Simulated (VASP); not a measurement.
Here is a VASP 6.6.1 calculation.

Contents of INCAR:

```
PREC = Accurate
ENCUT = 520
EDIFF = 1E-6
ISMEAR = 0
SIGMA = 0.1
LREAL = False
LASPH = True
NELM = 80
ALGO = Normal
ISIF = 2
LWAVE = False
LCHARG = False
GGA = PE
NBANDS = 18
```

File KPOINTS:

```
Automatic mesh
0
Gamma
  6 6 4
```

File POSCAR:

```
Br
1.0
    4.0761612544      0.0000000000      0.0000000000
   -2.0380806272      3.5300591962      0.0000000000
    0.0000000000      0.0000000000      6.4554220014
Br
3
Direct
    0.0000000000      0.5000000000      0.3333333333
    0.5000000000      0.5000000000      0.6666666667
    0.5000000000      0.0000000000      0.0000000000
```

Potentials or basis: VASP PAW PBE potentials, release 64 (Br).

Command:

```sh
$ cat potpaw_PBE.64/Br/POTCAR > POTCAR
$ mpirun -np 1 vasp_std > vasp.out
```

**Question.** Estimate the pressure.

**Answer.** -0.2 GPa.

**Question.** Estimate the band gap on the k mesh.

**Answer.** Zero (an odd number of electrons rules out a gap without spin polarisation).

Stress tensor (GPa, compression positive):
```
-0.25  0.00  0.00
 0.00 -0.25  0.00
 0.00  0.00 -0.01
```

Caveat: an odd number of electrons without spin polarisation forces a metal; a magnetic or distorted state may lie lower.
